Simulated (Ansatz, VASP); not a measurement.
Fe in VASP and in Ansatz

The input POSCAR:

```
Fe
1.0
   -1.4619890197      1.4619890197      1.4619890197
    1.4619890197     -1.4619890197      1.4619890197
    1.4619890197      1.4619890197     -1.4619890197
Fe
1
Direct
    0.0000000000      0.0000000000      0.0000000000
```

File INCAR.step1:

```
PREC     = Accurate       # precision mode
ENCUT    = 520            # plane-wave cutoff, eV
EDIFF    = 1E-5           # SCF threshold, eV
ISMEAR   = -1             # smearing method
SIGMA    = 0.05           # smearing width, eV
LREAL    = F              # projectors in reciprocal space
LASPH    = T              # aspherical terms in the spheres
NELM     = 150            # most SCF steps
ALGO     = Normal         # electronic algorithm
ISIF     = 2              # what is computed and relaxed
LWAVE    = T              # write WAVECAR
LCHARG   = F              # write CHGCAR
ISPIN    = 2              # spin polarisation
MAGMOM   = 3              # initial moments
LORBIT   = 11             # projections on sites
LMAXMIX  = 4              # l up to which the mixer works
NBANDS   = 14             # bands
GGA      = PE             # functional
```

INCAR.step2

```
PREC     = Accurate       # precision mode
ENCUT    = 520            # plane-wave cutoff, eV
EDIFF    = 1E-7           # SCF threshold, eV
ISMEAR   = -1             # smearing method
SIGMA    = 0.05           # smearing width, eV
LREAL    = F              # projectors in reciprocal space
LASPH    = T              # aspherical terms in the spheres
NELM     = 150            # most SCF steps
ALGO     = Normal         # electronic algorithm
ISIF     = 2              # what is computed and relaxed
LWAVE    = F              # write WAVECAR
LCHARG   = F              # write CHGCAR
ISPIN    = 2              # spin polarisation
MAGMOM   = 3              # initial moments
LORBIT   = 11             # projections on sites
LMAXMIX  = 4              # l up to which the mixer works
GGA      = PE             # functional
LHFCALC  = T              # exact exchange
HFSCREEN = 0.2079         # screening, 1/A
PRECFOCK = Normal       
NBANDS   = 14             # bands
ISTART   = 1
```

File KPOINTS:

```
regular mesh
0
Gamma
  8 8 8
```

input

```
crystal:
  lattice:
    - [-1.4619890197, 1.4619890197, 1.4619890197]
    - [1.4619890197, -1.4619890197, 1.4619890197]
    - [1.4619890197, 1.4619890197, -1.4619890197]
  atoms:
    - { symbol: Fe, position: [0.0, 0.0, 0.0], spin: 3.0 }
hamiltonian:
  xc: hse06
  pseudopotentials: { kind: paw }
magnetization:
  spin_polarized: true
kpoints:
  mp_grid: { grid: [8, 8, 8] }
scf:
  occupations: { method: fermi_dirac, width: 0.05 }
output:
  forces: true
  stress: true
  eigenvalues: true
  write_density: true
  write_potential: true
  elf: true
  volumetric_format: npy
```

Alike in both runs: task single point; functional HSE06; k mesh 8 × 8 × 8; occupations fermi-dirac, width 0.05 eV; collinear spin.

|  | VASP | Ansatz |
| --- | --- | --- |
| version | VASP 6.6.1 | Ansatz 0.2.0 |
| potentials or method | VASP PAW PBE potentials, release 64 (Fe) | Ansatz PAW |
| plane-wave cutoff (eV) | 520 | 420 |
| valence electrons in the cell | 8 | 16 |

```tsv
	VASP	Ansatz	Ansatz less VASP
gap on the k mesh at the Fermi level (eV)	none	none	-
pressure (GPa)	-3.8	-4.1	-0.31
net moment per atom (μB)	2.79	2.79	0.000
size of the moment on the site where the two differ most (μB)	2.88	3.04	+0.152
```

Site moments also hang on the region over which each program counts them. A gap of «none» marks a metal or a gap that the smearing closes. With one functional, cell and mesh, what is left measures potentials, basis and numerics. VASP's potentials hold 8 valence electrons a cell and Ansatz's 16, so a difference there can come from the potentials and not from the codes.

The k mesh is coarse, so the values compare programs but aren't converged. Noted on Ansatz's run: the magnetic or orbital state may not be the lowest.
